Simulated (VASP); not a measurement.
# Sc (P6_3/mmc) in VASP: a series of runs

Sc is run at these levels: LDA; tasks: single point.

All numbers are computed with VASP 6.6.1; they aren't measurements. Logs are shortened: lines on timing, memory, paths and dates and some standing lists are left out, and cuts for length are marked.

### 1 The cell of the first run

The structure is hexagonal, space group P6_3/mmc (No. 194). The conventional cell has a = 3.227 Å, b = 3.227 Å, c = 5.009 Å, α = 90.00°, β = 90.00°, γ = 120.00°. Within 4.1 Å of Sc (site symmetry -6m2) lie 12 Sc at 3.12 to 3.23 Å.

### 2 Single point, LDA

File INCAR:

```
PREC = Accurate
ENCUT = 500
EDIFF = 1E-6
ISMEAR = 1
SIGMA = 0.3
LREAL = F
LASPH = T
NELM = 120
ALGO = Normal
ISIF = 2
LWAVE = F
LCHARG = F
GGA = CA
NBANDS = 18
GGA_COMPAT = F
```

File KPOINTS:

```
regular mesh
0
Gamma
  11 11 6
```

File POSCAR:

```
Sc
1.0
    3.2269060027      0.0000000000      0.0000000000
   -1.6134530014      2.7945825740      0.0000000000
    0.0000000000      0.0000000000      5.0094253455
Sc
2
Direct
    0.3333333333      0.6666666667      0.2500000000
    0.6666666667      0.3333333333      0.7500000000
```

Potentials or basis: VASP PAW LDA potentials, release 64 (Sc_sv).

The run is started by

```console
$ cat potpaw_LDA.64/Sc_sv/POTCAR > POTCAR
$ mpirun -np 1 vasp_std > vasp.out
```

OUTCAR:

```text
PREC = Accurate
   ENCUT = 500
   EDIFF = 1E-6
   ISMEAR = 1
   LREAL = F
   LASPH = T
   NELM = 120
   ISIF = 2
   GGA = CA

 ion  position               nearest neighbor table
   1  0.333  0.667  0.250-   2 3.12   2 3.12   2 3.12   2 3.12   2 3.12   2 3.12
   2  0.667  0.333  0.750-   1 3.12   1 3.12   1 3.12   1 3.12   1 3.12   1 3.12

  LATTYP: Found a hexagonal cell.
 ALAT       =     3.2269060027
 C/A-ratio  =     1.5523927072

  Lattice vectors:

 A1 = (   3.2269060027,   0.0000000000,   0.0000000000)
 A2 = (  -1.6134530014,   2.7945825740,   0.0000000000)
 A3 = (   0.0000000000,   0.0000000000,   5.0094253455)

Analysis of symmetry for initial positions (statically):
=====================================================================
 Subroutine PRICEL returns:
 Original cell was already a primitive cell.

 Routine SETGRP: Setting up the symmetry group for a
 hexagonal supercell.

 Subroutine GETGRP returns: Found 24 space group operations
 (whereof 12 operations were pure point group operations)
 out of a pool of 24 trial point group operations.

The static configuration has the point symmetry D_3d.
 The point group associated with its full space group is D_6h.

Analysis of symmetry for dynamics (positions and initial velocities):
=====================================================================
 Subroutine PRICEL returns:
 Original cell was already a primitive cell.

 Routine SETGRP: Setting up the symmetry group for a
 hexagonal supercell.

 Subroutine GETGRP returns: Found 24 space group operations
 (whereof 12 operations were pure point group operations)
 out of a pool of 24 trial point group operations.

The dynamic configuration has the point symmetry D_3d.
 The point group associated with its full space group is D_6h.

 Subroutine INISYM returns: Found 24 space group operations
 (whereof 12 operations are pure point group operations),
 and found     1 'primitive' translations

----------------------------------------------------------------------------------------

                                     Primitive cell

  volume of cell :      45.1743

  direct lattice vectors                    reciprocal lattice vectors
     3.226906003  0.000000000  0.000000000     0.309894369  0.178917597  0.000000000
    -1.613453001  2.794582574  0.000000000     0.000000000  0.357835195  0.000000000
     0.000000000  0.000000000  5.009425346     0.000000000  0.000000000  0.199623696

  length of vectors
     3.226906003  3.226906003  5.009425346     0.357835195  0.357835195  0.199623696

  position of ions in fractional coordinates (direct lattice)
     0.333333333  0.666666667  0.250000000
     0.666666667  0.333333333  0.750000000

  ion indices of the primitive-cell ions
   primitive index   ion index
                 1           1
                 2           2

----------------------------------------------------------------------------------------

 KPOINTS: regular mesh

Automatic generation of k-mesh.
 Grid dimensions read from file:
 generate k-points for:   11   11    6

 Generating k-lattice:

  Cartesian coordinates                     Fractional coordinates (reciprocal lattice)
     0.028172215  0.016265236  0.000000000     0.090909091  0.000000000  0.000000000
     0.000000000  0.032530472  0.000000000     0.000000000  0.090909091  0.000000000
     0.000000000  0.000000000  0.033270616     0.000000000  0.000000000  0.166666667

  Length of vectors
     0.032530472  0.032530472  0.033270616

  Shift w.r.t. Gamma in fractional coordinates (k-lattice)
     0.000000000  0.000000000  0.000000000

 Subroutine IBZKPT returns following result:
 ===========================================

 Found     64 irreducible k-points:

 Following reciprocal coordinates:
            Coordinates               Weight
  0.000000  0.000000  0.000000      1.000000
  0.090909 -0.000000  0.000000      6.000000
  0.181818 -0.000000  0.000000      6.000000
  0.272727  0.000000  0.000000      6.000000
  0.363636  0.000000  0.000000      6.000000
  0.454545 -0.000000  0.000000      6.000000
[... 16 lines left out ...]
  0.090909  0.090909  0.166667     12.000000
  0.181818  0.090909  0.166667     24.000000
 [... further k-points ...]
   k-points           NKPTS =     64   k-points in BZ     NKDIM =     64   number of bands    NBANDS=     18
   number of dos      NEDOS =    301   number of ions     NIONS =      2
   total plane-waves  NPLWV =  23040
   dimension x,y,z NGX =    24 NGY =   24 NGZ =   40
   dimension x,y,z NGXF=    48 NGYF=   48 NGZF=   80
   ions per type =               2
   NGX,Y,Z   is equivalent  to a cutoff of  12.36, 12.36, 13.27 a.u.
   NGXF,Y,Z  is equivalent  to a cutoff of  24.73, 24.73, 26.55 a.u.
 SYSTEM =  unknown system
   PREC   = accura    normal or accurate (medium, high low for compatibility)
   ISTART =      0    job   : 0-new  1-cont  2-samecut
   ICHARG =      2    charge: 1-file 2-atom 10-const
   ISPIN  =      1    spin polarized calculation?
   LNONCOLLINEAR =      F non collinear calculations
   LSORBIT =      F    spin-orbit coupling
   LASPH  =      T    aspherical Exc in radial PAW
   ENCUT  =  500.0 eV  36.75 Ry    6.06 a.u.   5.88  5.88  9.13*2*pi/ulx,y,z
   NELM   =    120;   NELMIN=  2; NELMDL= -5     # of ELM steps
   EDIFF  = 0.1E-05   stopping-criterion for ELM
   LREAL  =      F    real-space projection
   EDIFFG = 0.1E-04   stopping-criterion for IOM
   NSW    =      0    number of steps for IOM
   IBRION =     -1    ionic relax: 0-MD 1-quasi-New 2-CG
   NFREE  =      0    steps in history (QN), initial steepest desc. (CG)
   ISIF   =      2    stress and relaxation
   ISYM   =      2    0-nonsym 1-usesym 2-fastsym
   POTIM  = 0.5000    time-step for ionic-motion
   TEBEG  =    0.0;   TEEND  =   0.0 temperature during run
   PSTRESS=    0.0 pullay stress
   NELECT =      22.0000    total number of electrons
   NUPDOWN=      -1.0000    fix difference up-down
   EMIN   =  10.00;   EMAX   =-10.00  energy-range for DOS
   EFERMI =   0.00;   METHOD = LEGACY
   ISMEAR =     1;   SIGMA  =   0.30  broadening in eV -4-tet -1-fermi 0-gaus
   EFERMI_NEDOS =   21; number of points for ismear=-14 and -15
   IALGO  =     38    algorithm
   IMIX   =      4    mixing-type and parameters
     AMIX     =   0.40;   BMIX     =  1.00
     AMIX_MAG =   1.60;   BMIX_MAG =  1.00
  volume/ion in A,a.u.               =      22.59       152.43
  Fermi-wavevector in a.u.,A,eV,Ry     =   1.288008  2.433983 22.571595  1.658965
  Thomas-Fermi vector in A             =   2.419988
   LORBIT       =      0    0 simple, 1 ext, 2 COOP (PROOUT), +10 PAW based schemes
   GGA     = CA    functional components
   LHFCALC =     F    Hartree Fock is set to
   AEXX    =    0.0000 exact exchange contribution
   IVDW    =     0    specifies the selected vdW correction
   LEPSILON=     F    determine dielectric tensor
   LRPA    =     F    only Hartree local field effects (RPA)
 non-spin polarized calculation
 Methfessel and Paxton  Order N= 1 SIGMA  =   0.30
  energy-cutoff  :      500.00
  volume of cell :       45.17
 maximum number of plane-waves:      1160
 NGX is ok and might be reduce to    24
   NGX = 11   NGY = 11   NGZ = 19

 number of electron      22.0000000 magnetization

 Free energy of the ion-electron system (eV)
  ---------------------------------------------------
  ext. energy  EPLUGINS =         0.00000000
  ---------------------------------------------------
  free energy    TOTEN  =       -13.45175559 eV

  energy without entropy =      -13.43731209  energy(sigma->0) =      -13.44694109

 E-fermi :   3.9750     XC(G=0): -10.5086

 val. band max:        3.9655349533   @ k =   0.3636   0.0000   0.0000
 cond. band min:       3.9907788432   @ k =   0.4545  -0.0000   0.3333
 fundamental gap:      0.0252438899
 Fermi energy:         3.9749501094

 k-point     1 :       0.0000    0.0000    0.0000
  band No.  band energies     occupation
      1     -44.6186      2.00000
      2     -44.5082      2.00000
      3     -23.8838      2.00000
      4     -23.4074      2.00000
      5     -23.4074      2.00000
      6     -23.3154      2.00000
[... 10 lines left out ...]
     17       6.4091     -0.00000
     18       6.4091     -0.00000

 k-point     2 :       0.0909   -0.0000    0.0000
  band No.  band energies     occupation
      1     -44.6127      2.00000
      2     -44.5063      2.00000
      3     -23.8689      2.00000
      4     -23.4357      2.00000
      5     -23.4173      2.00000
      6     -23.3452      2.00000
[... 10 lines left out ...]
     17       6.2622     -0.00000
     18       6.2870     -0.00000

 k-point     3 :       0.1818   -0.0000    0.0000
  band No.  band energies     occupation
      1     -44.5965      2.00000
      2     -44.5016      2.00000
      3     -23.8265      2.00000
      4     -23.5124      2.00000
      5     -23.4428      2.00000
      6     -23.4233      2.00000
[... 10 lines left out ...]
     17       6.5363     -0.00000
     18       6.6232     -0.00000

 k-point     4 :       0.2727    0.0000    0.0000
  band No.  band energies     occupation
      1     -44.5739      2.00000
      2     -44.4967      2.00000
      3     -23.7639      2.00000
      4     -23.6142      2.00000
      5     -23.5212      2.00000
      6     -23.4747      2.00000
[... 10 lines left out ...]
     17       7.0189     -0.00000
     18       7.1557     -0.00000

 k-point     5 :       0.3636    0.0000    0.0000
  band No.  band energies     occupation
      1     -44.5508      2.00000
      2     -44.4944      2.00000
      3     -23.7086      2.00000
      4     -23.6934      2.00000
      5     -23.6075      2.00000
      6     -23.5029      2.00000
[... 10 lines left out ...]
     17       7.6736     -0.00000
     18       7.7359     -0.00000

 k-point     6 :       0.4545   -0.0000    0.0000
  band No.  band energies     occupation
      1     -44.5346      2.00000
      2     -44.4956      2.00000
      3     -23.7649      2.00000
      4     -23.6575      2.00000
      5     -23.6376      2.00000
      6     -23.5193      2.00000
[... 10 lines left out ...]
     17       8.2102     -0.00000
     18       8.4103     -0.00000

 k-point     7 :       0.0909    0.0909    0.0000
  band No.  band energies     occupation
      1     -44.6017      2.00000
      2     -44.5030      2.00000
      3     -23.8402      2.00000
      4     -23.4816      2.00000
      5     -23.4490      2.00000
      6     -23.3874      2.00000
[... 10 lines left out ...]
     17       6.3483     -0.00000
     18       6.5662     -0.00000

 k-point     8 :       0.1818    0.0909    0.0000
  band No.  band energies     occupation
      1     -44.5822      2.00000
      2     -44.4982      2.00000
      3     -23.7875      2.00000
      4     -23.5631      2.00000
      5     -23.5144      2.00000
      6     -23.4400      2.00000
[... 10 lines left out ...]
     17       6.6784     -0.00000
     18       7.0800     -0.00000
[... 229 lines left out ...]
     17       6.6511     -0.00000
     18       6.7706     -0.00000

 k-point    20 :       0.2727    0.0000    0.1667
  band No.  band energies     occupation
      1     -44.5688      2.00000
      2     -44.5019      2.00000
      3     -23.7642      2.00000
      4     -23.5883      2.00000
      5     -23.5440      2.00000
      6     -23.4660      2.00000
[... 10 lines left out ...]
     17       7.0924     -0.00000
     18       7.1184     -0.00000

 k-point    21 :       0.3636    0.0000    0.1667
  band No.  band energies     occupation
      1     -44.5471      2.00000
      2     -44.4982      2.00000
      3     -23.7666      2.00000
      4     -23.6535      2.00000
      5     -23.5960      2.00000
      6     -23.4933      2.00000
[... 10 lines left out ...]
     17       7.6045     -0.00000
     18       7.7221     -0.00000

 k-point    22 :       0.4545   -0.0000    0.1667
  band No.  band energies     occupation
      1     -44.5319      2.00000
      2     -44.4982      2.00000
      3     -23.7994      2.00000
      4     -23.6960      2.00000
      5     -23.5798      2.00000
      6     -23.5092      2.00000
[... 10 lines left out ...]
     17       8.0604     -0.00000
     18       8.3107     -0.00000

 k-point    23 :       0.0909    0.0909    0.1667
  band No.  band energies     occupation
      1     -44.5951      2.00000
      2     -44.5097      2.00000
      3     -23.8107      2.00000
      4     -23.4703      2.00000
      5     -23.4491      2.00000
      6     -23.4084      2.00000
[... 10 lines left out ...]
     17       6.5565     -0.00000
     18       6.7475     -0.00000

 k-point    24 :       0.1818    0.0909    0.1667
  band No.  band energies     occupation
      1     -44.5766      2.00000
      2     -44.5039      2.00000
      3     -23.7746      2.00000
      4     -23.5478      2.00000
      5     -23.5215      2.00000
      6     -23.4495      2.00000
[... 10 lines left out ...]
     17       6.8257     -0.00000
     18       7.1068     -0.00000

 [... further k-points ...]
[... 5 lines left out ...]
  --------------------------------------------------------------------------------------
  -------------------------------------------------------------------------------------
  Total        0.0132041      0.0132041     -0.0967775     -0.0000000      0.0000000      0.0000000
  in kB        0.4683048      0.4683048     -3.4323674     -0.0000000      0.0000000      0.0000000
  external PRESSURE =      -0.8319193 kB  Pullay stress =       0.0000000 kB

 VOLUME and BASIS-vectors are now :
 -----------------------------------------------------------------------------
  energy-cutoff  :      500.00
  volume of cell :       45.17
      direct lattice vectors                 reciprocal lattice vectors
     3.226906003  0.000000000  0.000000000     0.309894369  0.178917597  0.000000000
    -1.613453001  2.794582574  0.000000000     0.000000000  0.357835195  0.000000000
     0.000000000  0.000000000  5.009425346     0.000000000  0.000000000  0.199623696

 POSITION                                       TOTAL-FORCE (eV/Angst)
 -----------------------------------------------------------------------------------
     -0.00000      1.86306      1.25236        -0.000000      0.000000      0.000000
      1.61345      0.93153      3.75707         0.000000     -0.000000      0.000000
 -----------------------------------------------------------------------------------
    total drift:                               -0.000000      0.000000     -0.000000

  FREE ENERGIE OF THE ION-ELECTRON SYSTEM (eV)
  ---------------------------------------------------
  free  energy   TOTEN  =       -13.4517555938 eV

  energy  without entropy=      -13.4373120878  energy(sigma->0) =      -13.44694109
```

Run time: 12 s. Hardware: 1 thread of Intel Xeon 6975P-C (Granite Rapids), shared host; peak memory 0.16 GiB.

Results:

- Free energy: -13.4518 eV
- Pressure: -0.1 GPa
- Band gap on the k mesh: zero (band 11 reaches 5.00 eV, above the bottom of band 12 at 3.41 eV)

(Part 1 of 2 ends here.)
